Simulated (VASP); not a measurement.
# CdS (P6_3mc) in VASP: further runs

The runs below take CdS through single point, with r2SCAN0, PBE-based screened hybrid with 25 % exact exchange.

All numbers are computed with VASP 6.6.1; they aren't measurements. Logs are shortened: lines on timing, memory, paths and dates and some standing lists are left out, and cuts for length are marked.

## 1. The cell of the first run

Symmetry: P6_3mc, No. 186, hexagonal system. Conventional cell: a = 4.150 Å, b = 4.150 Å, c = 6.737 Å, α = 90.00°, β = 90.00°, γ = 120.00°. Within 3.3 Å of Cd (site symmetry 3m) lie 4 S at 2.53 to 2.54 Å. S (site symmetry 3m) has 4 Cd at 2.53 to 2.54 Å within 3.3 Å.

## 2. Single point, r2SCAN0

Contents of POSCAR:

```
CdS
1.0
    4.1500000000      0.0000000000      0.0000000000
   -2.0750000000      3.5940054257      0.0000000000
    0.0000000000      0.0000000000      6.7370000000
Cd S
2 2
Direct
    0.6666666667      0.3333333333      0.5000000000
    0.3333333333      0.6666666667      0.0000000000
    0.6666666667      0.3333333333      0.8750000000
    0.3333333333      0.6666666667      0.3750000000
```

Contents of INCAR.step1:

```
SYSTEM = CdS
  PREC = Accurate
  ENCUT = 520
  EDIFF = 1E-5
  ISMEAR = -1
  SIGMA = 0.05
  LREAL = .False.
  LASPH = .True.
  NELM = 60
  ALGO = Normal
  ISIF = 2
  LWAVE = .True.
  GGA = PE
  NBANDS = 26
```

Contents of INCAR.step2:

```
SYSTEM = CdS
  PREC = Accurate
  ENCUT = 520
  EDIFF = 1E-6
  ISMEAR = -1
  SIGMA = 0.05
  LREAL = .False.
  LASPH = .True.
  NELM = 60
  ALGO = Normal
  ISIF = 2
  LWAVE = .False.
  LCHARG = .True.
  METAGGA = R2SCAN
  LHFCALC = .True.
  AEXX = 0.25
  LMIXTAU = .True.
  PRECFOCK = Normal
  LELF = .True.
  LVHAR = .True.
  ISTART = 1
  NBANDS = 26
```

Contents of KPOINTS:

```
Automatic mesh
0
Gamma
  4 4 3
  0 0 0
```

Potentials or basis: VASP PAW PBE potentials, release 64 (Cd, S).

Launch:

```
$ cat potpaw_PBE.64/Cd/POTCAR potpaw_PBE.64/S/POTCAR > POTCAR
$ cp INCAR.step1 INCAR
$ mpirun -np 1 vasp_std > vasp.out
$ cp INCAR.step2 INCAR
$ mpirun -np 1 vasp_std > vasp.out
```

OUTCAR:

```text
SYSTEM = CdS
   PREC = Accurate
   ENCUT = 520
   EDIFF = 1E-6
   ISMEAR = -1
   LREAL = .False.
   LASPH = .True.
   NELM = 60
   ISIF = 2
   METAGGA = R2SCAN
   LHFCALC = .True.
   AEXX = 0.25
   PRECFOCK = Normal
   ISTART = 1

 ion  position               nearest neighbor table
   1  0.667  0.333  0.500-   3 2.53   4 2.54   4 2.54   4 2.54
   2  0.333  0.667  0.000-   4 2.53   3 2.54   3 2.54   3 2.54
   3  0.667  0.333  0.875-   1 2.53   2 2.54   2 2.54   2 2.54
   4  0.333  0.667  0.375-   2 2.53   1 2.54   1 2.54   1 2.54

  LATTYP: Found a hexagonal cell.
 ALAT       =     4.1500000000
 C/A-ratio  =     1.6233734940

  Lattice vectors:

 A1 = (   4.1500000000,   0.0000000000,   0.0000000000)
 A2 = (  -2.0750000000,   3.5940054257,   0.0000000000)
 A3 = (   0.0000000000,   0.0000000000,   6.7370000000)

Analysis of symmetry for initial positions (statically):
=====================================================================
 Subroutine PRICEL returns:
 Original cell was already a primitive cell.

 Routine SETGRP: Setting up the symmetry group for a
 hexagonal supercell.

 Subroutine GETGRP returns: Found 12 space group operations
 (whereof  6 operations were pure point group operations)
 out of a pool of 24 trial point group operations.

The static configuration has the point symmetry C_3v.
 The point group associated with its full space group is C_6v.

Analysis of symmetry for dynamics (positions and initial velocities):
=====================================================================
 Subroutine PRICEL returns:
 Original cell was already a primitive cell.

 Routine SETGRP: Setting up the symmetry group for a
 hexagonal supercell.

 Subroutine GETGRP returns: Found 12 space group operations
 (whereof  6 operations were pure point group operations)
 out of a pool of 24 trial point group operations.

The dynamic configuration has the point symmetry C_3v.
 The point group associated with its full space group is C_6v.

 Subroutine INISYM returns: Found 12 space group operations
 (whereof  6 operations are pure point group operations),
 and found     1 'primitive' translations

----------------------------------------------------------------------------------------

                                     Primitive cell

  volume of cell :     100.4832

  direct lattice vectors                    reciprocal lattice vectors
     4.150000000  0.000000000  0.000000000     0.240963855  0.139120547  0.000000000
    -2.075000000  3.594005426  0.000000000     0.000000000  0.278241094  0.000000000
     0.000000000  0.000000000  6.737000000     0.000000000  0.000000000  0.148434021

  length of vectors
     4.150000000  4.150000000  6.737000000     0.278241094  0.278241094  0.148434021

  position of ions in fractional coordinates (direct lattice)
     0.666666667  0.333333333  0.500000000
     0.333333333  0.666666667  0.000000000
     0.666666667  0.333333333  0.875000000
     0.333333333  0.666666667  0.375000000

  ion indices of the primitive-cell ions
   primitive index   ion index
                 1           1
                 2           2
                 3           3
                 4           4

----------------------------------------------------------------------------------------

 KPOINTS: Automatic mesh

Automatic generation of k-mesh.
 Grid dimensions read from file:
 generate k-points for:    4    4    3

 Generating k-lattice:

  Cartesian coordinates                     Fractional coordinates (reciprocal lattice)
     0.060240964  0.034780137  0.000000000     0.250000000  0.000000000  0.000000000
     0.000000000  0.069560273  0.000000000     0.000000000  0.250000000  0.000000000
     0.000000000  0.000000000  0.049478007     0.000000000  0.000000000  0.333333333

  Length of vectors
     0.069560273  0.069560273  0.049478007

  Shift w.r.t. Gamma in fractional coordinates (k-lattice)
     0.000000000  0.000000000  0.000000000

 Subroutine IBZKPT returns following result:
 ===========================================

 Found      8 irreducible k-points:

 Following reciprocal coordinates:
            Coordinates               Weight
  0.000000  0.000000  0.000000      1.000000
  0.250000  0.000000  0.000000      6.000000
  0.500000  0.000000  0.000000      3.000000
  0.250000  0.250000  0.000000      6.000000
  0.000000  0.000000  0.333333      2.000000
  0.250000  0.000000  0.333333     12.000000
  0.500000  0.000000  0.333333      6.000000
  0.250000  0.250000  0.333333     12.000000
   k-points           NKPTS =      8   k-points in BZ     NKDIM =     48   number of bands    NBANDS=     26
   number of dos      NEDOS =    301   number of ions     NIONS =      4
   total plane-waves  NPLWV =  51200
   dimension x,y,z NGX =    32 NGY =   32 NGZ =   50
   dimension x,y,z NGXF=    64 NGYF=   64 NGZF=  100
   ions per type =               2   2
   NGX,Y,Z   is equivalent  to a cutoff of  12.82, 12.82, 12.34 a.u.
   NGXF,Y,Z  is equivalent  to a cutoff of  25.64, 25.64, 24.68 a.u.
 SYSTEM =  CdS
   PREC   = accura    normal or accurate (medium, high low for compatibility)
   ISTART =      1    job   : 0-new  1-cont  2-samecut
   ICHARG =      0    charge: 1-file 2-atom 10-const
   ISPIN  =      1    spin polarized calculation?
   LNONCOLLINEAR =      F non collinear calculations
   LSORBIT =      F    spin-orbit coupling
   LASPH  =      T    aspherical Exc in radial PAW
   ENCUT  =  520.0 eV  38.22 Ry    6.18 a.u.   7.72  7.72 12.53*2*pi/ulx,y,z
   NELM   =     60;   NELMIN=  2; NELMDL=  0     # of ELM steps
   EDIFF  = 0.1E-05   stopping-criterion for ELM
   LREAL  =      F    real-space projection
   EDIFFG = 0.1E-04   stopping-criterion for IOM
   NSW    =      0    number of steps for IOM
   IBRION =     -1    ionic relax: 0-MD 1-quasi-New 2-CG
   NFREE  =      0    steps in history (QN), initial steepest desc. (CG)
   ISIF   =      2    stress and relaxation
   ISYM   =      3    0-nonsym 1-usesym 2-fastsym
   POTIM  = 0.5000    time-step for ionic-motion
   TEBEG  =    0.0;   TEEND  =   0.0 temperature during run
   PSTRESS=    0.0 pullay stress
   NELECT =      36.0000    total number of electrons
   NUPDOWN=      -1.0000    fix difference up-down
   EMIN   =  10.00;   EMAX   =-10.00  energy-range for DOS
   EFERMI =   0.00;   METHOD = LEGACY
   ISMEAR =    -1;   SIGMA  =   0.05  broadening in eV -4-tet -1-fermi 0-gaus
   EFERMI_NEDOS =   21; number of points for ismear=-14 and -15
   IALGO  =     38    algorithm
   IMIX   =      1    mixing-type and parameters
     AMIX     =   0.40;   BMIX     =  1.00
     AMIX_MAG =   1.60;   BMIX_MAG =  1.00
  volume/ion in A,a.u.               =      25.12       169.52
  Fermi-wavevector in a.u.,A,eV,Ry     =   1.162727  2.197236 18.394190  1.351935
  Thomas-Fermi vector in A             =   2.299285
   LORBIT       =      0    0 simple, 1 ext, 2 COOP (PROOUT), +10 PAW based schemes
   METAGGA = R2SCAN    functional components
   LHFCALC =     T    Hartree Fock is set to
   PRECFOCK=normal    Normal, Fast or Accurate (Low or Medium for compatibility)
   ENCUT4O =  -1.0   cutoff for four orbital integrals eV
   NKREDX  =     1    reduce k-point grid by
   NKREDY  =     1    reduce k-point grid by
   NKREDZ  =     1    reduce k-point grid by
   AEXX    =    0.2500 exact exchange contribution
   HFSCREEN=    0.0000 screening length (either q_TF or 0.3 A-1)
   HFSCREENC=   0.0000 screening length for correlation (either q_TF or 0.3 A-1)
   ENCUTFOCK=  -1.0 apply spherical cutoff to Coloumb kernel
   IVDW    =     0    specifies the selected vdW correction
   LEPSILON=     F    determine dielectric tensor
   LRPA    =     F    only Hartree local field effects (RPA)
 non-spin polarized calculation
  energy-cutoff  :      520.00
  volume of cell :      100.48
 maximum number of plane-waves:      2731
 NGX is ok and might be reduce to    32
  NGX = 24; NGY = 24; NGZ = 40

 number of electron      35.9999996 magnetization

 Free energy of the ion-electron system (eV)
  ---------------------------------------------------
  ext. energy  EPLUGINS =         0.00000000
  ---------------------------------------------------
  free energy    TOTEN  =       -51.85316922 eV

  energy without entropy =      -51.85316922  energy(sigma->0) =      -51.85316922

 E-fermi :   1.0809     XC(G=0):  -7.5442

 val. band max:        0.0075202528   @ k =   0.0000   0.0000   0.0000
 cond. band min:       3.1969133895   @ k =   0.0000   0.0000   0.0000
 fundamental gap:      3.1893931367
 Fermi energy:         1.0808814393

 k-point     1 :       0.0000    0.0000    0.0000
  band No.  band energies     occupation
      1     -13.8267      2.00000
      2     -13.3690      2.00000
      3      -9.0114      2.00000
      4      -8.9898      2.00000
      5      -8.9898      2.00000
      6      -8.8994      2.00000
[... 18 lines left out ...]
     25       9.9257      0.00000
     26       9.9275      0.00000

 k-point     2 :       0.2500    0.0000    0.0000
  band No.  band energies     occupation
      1     -13.6218      2.00000
      2     -13.2904      2.00000
      3      -8.9448      2.00000
      4      -8.9220      2.00000
      5      -8.8265      2.00000
      6      -8.7944      2.00000
[... 18 lines left out ...]
     25      10.3294      0.00000
     26      10.7286      0.00000

 k-point     3 :       0.5000    0.0000    0.0000
  band No.  band energies     occupation
      1     -13.3853      2.00000
      2     -13.2441      2.00000
      3      -8.8979      2.00000
      4      -8.8790      2.00000
      5      -8.6942      2.00000
      6      -8.6847      2.00000
[... 18 lines left out ...]
     25      10.6200      0.00000
     26      12.6834      0.00000

 k-point     4 :       0.2500    0.2500    0.0000
  band No.  band energies     occupation
      1     -13.3872      2.00000
      2     -13.2452      2.00000
      3      -8.9142      2.00000
      4      -8.8390      2.00000
      5      -8.7381      2.00000
      6      -8.7072      2.00000
[... 18 lines left out ...]
     25      10.1438      0.00000
     26      11.8694      0.00000

 k-point     5 :       0.0000    0.0000    0.3333
  band No.  band energies     occupation
      1     -13.7081      2.00000
      2     -13.4780      2.00000
      3      -8.9720      2.00000
      4      -8.9720      2.00000
      5      -8.9270      2.00000
      6      -8.9270      2.00000
[... 18 lines left out ...]
     25       9.4000      0.00000
     26       9.4000      0.00000

 k-point     6 :       0.2500    0.0000    0.3333
  band No.  band energies     occupation
      1     -13.5321      2.00000
      2     -13.3654      2.00000
      3      -8.9158      2.00000
      4      -8.8916      2.00000
      5      -8.8515      2.00000
      6      -8.8276      2.00000
[... 18 lines left out ...]
     25       9.8473      0.00000
     26      10.5973      0.00000

 k-point     7 :       0.5000    0.0000    0.3333
  band No.  band energies     occupation
      1     -13.3413      2.00000
      2     -13.2704      2.00000
      3      -8.8910      2.00000
      4      -8.8303      2.00000
      5      -8.8034      2.00000
      6      -8.7360      2.00000
[... 18 lines left out ...]
     25      10.5464      0.00000
     26      11.7585      0.00000

 k-point     8 :       0.2500    0.2500    0.3333
  band No.  band energies     occupation
      1     -13.3429      2.00000
      2     -13.2716      2.00000
      3      -8.8581      2.00000
      4      -8.8455      2.00000
      5      -8.7882      2.00000
      6      -8.7475      2.00000
[... 18 lines left out ...]
     25      10.3963      0.00000
     26      11.1330      0.00000

------------------------ aborting loop because EDIFF is reached ----------------------------------------

  FORCE on cell =-STRESS in cart. coord.  units (eV):
  Direction    XX          YY          ZZ          XY          YZ          ZX
  --------------------------------------------------------------------------------------
  -------------------------------------------------------------------------------------
  Total        0.1376147      0.1376147      0.3884674      0.0000000      0.0000000      0.0000000
  in kB        2.1942292      2.1942292      6.1940086      0.0000000      0.0000000      0.0000000
  external PRESSURE =       3.5274890 kB  Pullay stress =       0.0000000 kB

 VOLUME and BASIS-vectors are now :
 -----------------------------------------------------------------------------
  energy-cutoff  :      520.00
  volume of cell :      100.48
      direct lattice vectors                 reciprocal lattice vectors
     4.150000000  0.000000000  0.000000000     0.240963855  0.139120547  0.000000000
    -2.075000000  3.594005426  0.000000000     0.000000000  0.278241094  0.000000000
     0.000000000  0.000000000  6.737000000     0.000000000  0.000000000  0.148434021

 POSITION                                       TOTAL-FORCE (eV/Angst)
 -----------------------------------------------------------------------------------
      2.07500      1.19800      3.36850         0.000000      0.000000     -0.066766
     -0.00000      2.39600      0.00000        -0.000000      0.000000     -0.066766
      2.07500      1.19800      5.89487         0.000000      0.000000      0.066766
     -0.00000      2.39600      2.52637         0.000000     -0.000000      0.066766
 -----------------------------------------------------------------------------------
    total drift:                               -0.000000     -0.000000     -0.006403

  FREE ENERGIE OF THE ION-ELECTRON SYSTEM (eV)
  ---------------------------------------------------
  free  energy   TOTEN  =       -51.8531692233 eV

  energy  without entropy=      -51.8531692232  energy(sigma->0) =      -51.85316922
```

Wall time 20 min (1 thread of Intel Xeon Platinum 8259CL at 2.50GHz (Skylake/Cascade Lake), shared host); peak memory 0.27 GiB.

What came out:

| Item | Value |
| --- | --- |
| Free energy | -51.8532 eV |
| Pressure | 0.4 GPa |
| Largest force | 0.067 eV/Å |
| Band gap on the k mesh | 3.19 eV |

Forces on the atoms (eV/Å):
```
Cd   0.000  0.000 -0.067
Cd   0.000  0.000 -0.067
S    0.000  0.000  0.067
S    0.000  0.000  0.067
```

Stress tensor (GPa, compression positive):
```
0.22 0.00 0.00
0.00 0.22 0.00
0.00 0.00 0.62
```

Caveat: the k points lie up to 0.44 Å⁻¹ apart; the PAW data sets were made with another functional, which shifts forces and pressure a little.

(Continued in part 2 of 2.)
